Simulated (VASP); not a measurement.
Crystal: Si.

```
CELL_PARAMETERS angstrom
-2.37137 2.37137 1.32927
2.37137 -2.37137 1.32927
2.37137 2.37137 -1.32927
ATOMIC_POSITIONS crystal
Si 0.50000 0.50000 0.00000
Si 0.25000 0.75000 0.50000
```

```yaml
Program: VASP 6.6.1
Task: relaxation of cell and atoms
Functional: revPBE
Dispersion: D4
Potentials_or_basis: VASP PAW PBE potentials, release 64 (Si)
Cutoff: 600 eV
k_mesh: 11 × 11 × 11
Occupations: fermi-dirac, width 0.05 eV
Spin: no spin polarisation
```

At the start: pressure -3.8 GPa; volume 14.95 Å³/atom.

Question: Where does the relaxation end?

Answer: Over 10 steps the energy falls by 11.3 meV/atom and the volume is 14.43 Å³/atom (-3.5 %); space group I4_1/amd (No. 141, to 0.1 Å) before and after.

The path:
| step | energy change (eV) | largest force (eV/Å) | pressure (GPa) | volume (Å³) |
| --- | --- | --- | --- | --- |
| 1 | 0.0000 | 0.0000 | -3.78 | 29.90 |
| 2 | -0.0102 | 0.0000 | 2.40 | 28.40 |
| 3 | -0.0132 | 0.0000 | 0.29 | 28.87 |
| 4 | -0.0160 | 0.0000 | 0.27 | 28.83 |
| 5 | -0.0224 | 0.0000 | 0.58 | 28.73 |
| 6 | -0.0221 | 0.0000 | -0.74 | 29.02 |
| 7 | -0.0226 | 0.0000 | 0.04 | 28.84 |
| 8 | -0.0226 | 0.0000 | 0.03 | 28.85 |
| 9 | -0.0226 | 0.0000 | 0.02 | 28.85 |
| 10 | -0.0226 | 0.0000 | -0.02 | 28.86 |

Final structure:
```cif
data_structure
_symmetry_space_group_name_H-M 'P 1'
_symmetry_Int_Tables_number 1
_cell_length_a 3.5970
_cell_length_b 3.5970
_cell_length_c 3.5970
_cell_angle_alpha 97.226
_cell_angle_beta 97.226
_cell_angle_gamma 138.454
_cell_volume 28.86
loop_
_atom_site_label
_atom_site_type_symbol
_atom_site_fract_x
_atom_site_fract_y
_atom_site_fract_z
_atom_site_occupancy
Si1 Si 0.50000 0.50000 0.00000 1
Si2 Si 0.25000 0.75000 0.50000 1
```

Caveat: the PAW data sets were made with another functional, which shifts forces and pressure a little.
